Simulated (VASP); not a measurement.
# Pb (P6_3/mmc) in VASP: notebook, part 2 of 2

VASP 6.6.1.

## 3. Relaxation of cell and atoms, LDA, target pressure 41 GPa, at which the enthalpy is minimised

This run uses another cell than the first one, of 20.70 Å³/atom.

INCAR

```
SYSTEM = Pb
PREC = Accurate
ENCUT = 600
EDIFF = 1E-7
ISMEAR = -1
SIGMA = 0.1
LREAL = .False.
LASPH = .True.
NELM = 80
ALGO = Normal
ISIF = 3
LWAVE = .False.
LCHARG = .False.
IBRION = 2
NSW = 60
EDIFFG = -0.005
PSTRESS = 410.0
```

KPOINTS

```
Automatic mesh
0
Gamma
  14 14 8
  0 0 0
```

POSCAR

```
Pb
1.0
    3.0901484938      0.0000000000      0.0000000000
   -1.5450742469      2.6761470971      0.0000000000
    0.0000000000      0.0000000000      5.0060405600
Pb
2
Direct
    0.3333333333      0.6666666667      0.2500000000
    0.6666666667      0.3333333333      0.7500000000
```

Potentials or basis: VASP PAW LDA potentials, release 64 (Pb_d).

The run is started by

```sh
cat potpaw_LDA.64/Pb_d/POTCAR > POTCAR
mpirun -np 1 vasp_std > vasp.out
```

OUTCAR:

```text
SYSTEM = Pb
   PREC = Accurate
   ENCUT = 600
   EDIFF = 1E-7
   ISMEAR = -1
   LREAL = .False.
   LASPH = .True.
   NELM = 80
   ISIF = 3
   IBRION = 2
   NSW = 60
   EDIFFG = -0.005
   PSTRESS = 410.0

 ion  position               nearest neighbor table
   1  0.333  0.667  0.250-   2 3.07   2 3.07   2 3.07   2 3.07   2 3.07   2 3.07
   2  0.667  0.333  0.750-   1 3.07   1 3.07   1 3.07   1 3.07   1 3.07   1 3.07

  LATTYP: Found a hexagonal cell.
 ALAT       =     3.0901484938
 C/A-ratio  =     1.6200000000

  Lattice vectors:

 A1 = (   3.0901484938,   0.0000000000,   0.0000000000)
 A2 = (  -1.5450742469,   2.6761470971,   0.0000000000)
 A3 = (   0.0000000000,   0.0000000000,   5.0060405600)

Analysis of symmetry for initial positions (statically):
=====================================================================
 Subroutine PRICEL returns:
 Original cell was already a primitive cell.

 Routine SETGRP: Setting up the symmetry group for a
 hexagonal supercell.

 Subroutine GETGRP returns: Found 24 space group operations
 (whereof 12 operations were pure point group operations)
 out of a pool of 24 trial point group operations.

The static configuration has the point symmetry D_3d.
 The point group associated with its full space group is D_6h.

Analysis of symmetry for dynamics (positions and initial velocities):
=====================================================================
 Subroutine PRICEL returns:
 Original cell was already a primitive cell.

 Routine SETGRP: Setting up the symmetry group for a
 hexagonal supercell.

 Subroutine GETGRP returns: Found 24 space group operations
 (whereof 12 operations were pure point group operations)
 out of a pool of 24 trial point group operations.

The dynamic configuration has the point symmetry D_3d.
[... 123 lines left out ...]
  Thomas-Fermi vector in A             =   2.556154
   LORBIT       =      0    0 simple, 1 ext, 2 COOP (PROOUT), +10 PAW based schemes
   GGA     = CA    functional components
   LHFCALC =     F    Hartree Fock is set to
   AEXX    =    0.0000 exact exchange contribution
   IVDW    =     0    specifies the selected vdW correction
   LEPSILON=     F    determine dielectric tensor
   LRPA    =     F    only Hartree local field effects (RPA)
 conjugate gradient relaxation of ions
 non-spin polarized calculation
  energy-cutoff  :      600.00
  volume of cell :       41.40
 maximum number of plane-waves:      1404
 NGX is ok and might be reduce to    28
   NGX = 13   NGY = 13   NGZ = 19

--------------------------------------- Ionic step        1  -------------------------------------------

 number of electron      27.9999999 magnetization

 Free energy of the ion-electron system (eV)
  ---------------------------------------------------
  ext. energy  EPLUGINS =         0.00000000
  ---------------------------------------------------
  free energy    TOTEN  =        -7.00404169 eV

  energy without entropy =       -6.97398523  energy(sigma->0) =       -6.98901346

------------------------ aborting loop because EDIFF is reached ----------------------------------------

  FORCE on cell =-STRESS in cart. coord.  units (eV):
  Direction    XX          YY          ZZ          XY          YZ          ZX
  --------------------------------------------------------------------------------------
  -------------------------------------------------------------------------------------
  Total       10.0259725     10.0259725     11.1190927      0.0000000      0.0000000      0.0000000
  in kB      388.0193623    388.0193623    430.3246660      0.0000000      0.0000000      0.0000000
  external PRESSURE =      -7.8788698 kB  Pullay stress =     410.0000000 kB
[... 291 lines left out ...]
--------------------------------------- Ionic step        9  -------------------------------------------

 number of electron      28.0000003 magnetization

 Free energy of the ion-electron system (eV)
  ---------------------------------------------------
  ext. energy  EPLUGINS =         0.00000000
  ---------------------------------------------------
  free energy    TOTEN  =        -6.97501238 eV

  energy without entropy =       -6.94681059  energy(sigma->0) =       -6.96091148

 E-fermi :  12.3593     XC(G=0): -12.4385

 val. band max:       12.3568614219   @ k =   0.2857   0.2857   0.1250
 cond. band min:      12.3779480672   @ k =   0.2857   0.1429   0.2500
 fundamental gap:      0.0210866453
 Fermi energy:        12.3592893499

 k-point     1 :       0.0000    0.0000    0.0000
  band No.  band energies     occupation
      1      -5.6575      2.00000
      2      -5.3907      2.00000
      3      -5.3175      2.00000
      4      -5.3175      2.00000
      5      -5.2475      2.00000
      6      -5.2475      2.00000
[... 481 lines left out ...]
      5      -5.1566      2.00000
      6      -5.0618      2.00000
[... 10 lines left out ...]
     17      13.6595      0.00000
     18      14.1423      0.00000

 [... further k-points ...]

------------------------ aborting loop because EDIFF is reached ----------------------------------------

  FORCE on cell =-STRESS in cart. coord.  units (eV):
  Direction    XX          YY          ZZ          XY          YZ          ZX
  --------------------------------------------------------------------------------------
  -------------------------------------------------------------------------------------
  Total       10.5546033     10.5546033     10.5597420     -0.0000000      0.0000000      0.0000000
  in kB      409.9965057    409.9965057    410.1961201     -0.0000000      0.0000000      0.0000000
  external PRESSURE =       0.0630438 kB  Pullay stress =     410.0000000 kB
[... 21 lines left out ...]
  energy  without entropy=       -6.9468105855  energy(sigma->0) =       -6.96091148

  enthalpy is  TOTEN    =         3.5796808565 eV   P V=       10.5546932329

 reached required accuracy - stopping structural energy minimisation
```

Wall time 3.2 min (1 thread of Intel Xeon 6975P-C (Granite Rapids), shared host); peak memory 0.23 GiB.

What came out:

```yaml
Free_energy: -6.9750 eV
Relaxed_volume: 20.62 Å³/atom
Relaxed_cell: a = 3.061 Å, b = 3.061 Å, c = 5.084 Å, α = 90.00°, β = 90.00°, γ = 120.00°
Space_group_after_relaxing_to_0.1_Å: P6_3/mmc (No. 194)
Energy_change_on_relaxing_the_run_minimises_the_enthalpy: +14.5 meV/atom
Ionic_steps: 9
Pressure_after_relaxing: 41.0 GPa
Band_gap_on_the_k_mesh: zero (bands 14 and 15 overlap by 10.90 eV)
```

Step by step:
| step | energy change (eV) | largest force (eV/Å) | pressure (GPa) | volume (Å³) |
| --- | --- | --- | --- | --- |
| 1 | 0.0000 | 0.0000 | 40.21 | 41.40 |
| 2 | 0.1513 | 0.0000 | 43.58 | 40.78 |
| 3 | 0.1020 | 0.0000 | 42.54 | 40.97 |
| 4 | -0.0880 | 0.0000 | 38.51 | 41.73 |
| 5 | 0.0321 | 0.0000 | 41.08 | 41.23 |
| 6 | 0.0335 | 0.0000 | 41.11 | 41.23 |
| 7 | 0.0350 | 0.0000 | 41.14 | 41.22 |
| 8 | 0.0221 | 0.0000 | 40.88 | 41.27 |
| 9 | 0.0290 | 0.0000 | 41.01 | 41.25 |

Final structure:
```
CELL_PARAMETERS angstrom
3.06082 0.00000 0.00000
-1.53041 2.65075 0.00000
0.00000 0.00000 5.08354
ATOMIC_POSITIONS crystal
Pb 0.33333 0.66667 0.25000
Pb 0.66667 0.33333 0.75000
```

Levels at points of the mesh, in eV from the Fermi level:
```csv
k point,band 11,band 12,band 13,band 14,band 15,band 16,band 17,band 18
"(0.00, 0.00, 0.00)",-15.15,-8.80,-6.60,8.18,8.18,9.43,9.68,10.56
"(0.50, 0.00, 0.00)",-9.10,-8.00,-3.20,-2.34,-1.09,2.03,2.49,7.78
"(0.00, 0.00, 0.50)",-13.35,-13.35,1.16,1.16,9.32,9.32,9.32,9.32
"(0.50, 0.00, 0.50)",-7.67,-7.67,-5.68,-5.68,4.58,4.58,4.85,4.85
```

Caveat: the cell is relaxed towards a set pressure, so the run minimises the enthalpy, not the energy; spin-orbit coupling is left out, which moves the levels of the heavy elements.
